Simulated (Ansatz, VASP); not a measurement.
H: VASP beside Ansatz

Contents of INCAR:

```
PREC = Accurate ; ENCUT = 500
EDIFF = 1E-7 ; ISMEAR = 0
SIGMA = 0.1 ; LREAL = False
LASPH = True ; NELM = 120
ALGO = Normal ; ISIF = 3
LWAVE = False ; LCHARG = False
GGA = PE ; IBRION = 2
NSW = 90 ; EDIFFG = -0.04
GGA_COMPAT = False ; NELMIN = 4
```

KPOINTS

```
regular mesh
0
Gamma
  8 8 8
```

File POSCAR:

```
H
1.0
    0.0000000000      1.7206578369      1.7206578369
    1.7206578369      0.0000000000      1.7206578369
    1.7206578369      1.7206578369      0.0000000000
H
1
Direct
    0.0000000000      0.0000000000      0.0000000000
```

Input for Ansatz:

```yaml
crystal:
  lattice:
    - [0.0, 1.7206578369, 1.7206578369]
    - [1.7206578369, 0.0, 1.7206578369]
    - [1.7206578369, 1.7206578369, 0.0]
  atoms:
    - { symbol: H, position: [0.0, 0.0, 0.0] }
basis:
  ecutwfc: 420
kpoints:
  mp_grid: { grid: [8, 8, 8] }
hamiltonian:
  xc: pbe
scf:
  occupations: { method: gaussian, width: 0.1 }
  lower_state_search: "off"
output:
  forces: true
  stress: true
  eigenvalues: true
relax:
  adjacent_minimum: "off"
  f_tol: 0.04
  max_steps: 70
  cell: { stress_tol: 0.4 }
```

Alike in both runs: task relaxation of cell and atoms; functional PBE; k mesh 8 × 8 × 8; occupations gaussian, width 0.1 eV; no spin polarisation.

|  | VASP | Ansatz |
| --- | --- | --- |
| version | VASP 6.6.1 | Ansatz 0.2.0 |
| potentials or method | VASP PAW PBE potentials, release 64 (H), cutoff 500 eV | scalar-relativistic, plane waves, PAW |
| valence electrons in the cell | 1 | 1 |

```csv
,VASP,Ansatz,Ansatz less VASP
"gap on the k mesh at the Fermi level, each at its own relaxed structure (eV)",none,none,-
relaxed volume (Å³/atom),2.99,2.98,-0.007
relaxed cell length with the largest relative difference (Å),1.616,1.615,-0.0013
```

A gap of «none» marks a metal or a gap that the smearing closes.

The k mesh is coarse, so the values compare programs but aren't converged. Noted on VASP's run: the volume moved by over 15 % at a fixed basis, so the end points are rough.
